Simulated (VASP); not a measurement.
## KI2: single point with PBE

Crystal: KI2.

```
K I
1.0
     4.65131    0.00000    0.00000
     0.00000    4.65131    0.00000
     0.00000    0.00000    6.50884
K I
1 2
Direct
  0.00000 0.00000 0.00000
  0.50000 0.50000 0.25241
  0.50000 0.50000 0.74759
```

This cell differs from its parent crystal: volume scaled by 0.97, then relaxed in part.

```yaml
Program: VASP 6.6.1
Task: single point
Functional: PBE
Potentials_or_basis: VASP PAW PBE potentials, release 64 (K_sv, I)
Cutoff: 520 eV
k_mesh: 10 × 10 × 8
Occupations: gaussian, width 0.1 eV
Spin: no spin polarisation
Dipole_correction: no
Further_INCAR_settings: ALGO = Normal; EDIFF = 1e-07; NBANDS = 18
```

```
Pressure      : 0.3 GPa
Largest force : 0.004 eV/Å
```

Forces on the atoms (eV/Å):
```
K    0.000  0.000  0.000
I    0.000  0.000  0.004
I    0.000  0.000 -0.004
```

Levels at points of the mesh, in eV from the Fermi level:
| k point | band 9 | band 10 | band 11 | band 12 | band 13 | band 14 |
| --- | --- | --- | --- | --- | --- | --- |
| (0.00, 0.00, 0.00) | -2.21 | -1.11 | -1.11 | 1.22 | 2.67 | 3.76 |
| (0.50, 0.00, 0.00) | -2.21 | -1.84 | -0.97 | 1.25 | 3.72 | 4.52 |
| (0.50, 0.50, 0.00) | -3.03 | -1.84 | -1.84 | 1.33 | 3.46 | 4.88 |
| (0.00, 0.00, 0.50) | -1.73 | -1.73 | -1.71 | -1.71 | 3.50 | 3.85 |
| (0.50, 0.00, 0.50) | -2.15 | -2.06 | -1.75 | -1.59 | 4.79 | 5.18 |
| (0.50, 0.50, 0.50) | -2.48 | -2.48 | -2.04 | -2.04 | 4.37 | 4.56 |

Run time: 83 s on 1 thread of Intel(R) Xeon(R) 6975P-C (Granite Rapids), on a shared host, peak memory 0.41 GiB.

Caveat: spin-orbit coupling is left out, which moves the levels of the heavy elements; an odd number of electrons without spin polarisation forces a metal; a magnetic or distorted state may lie lower.
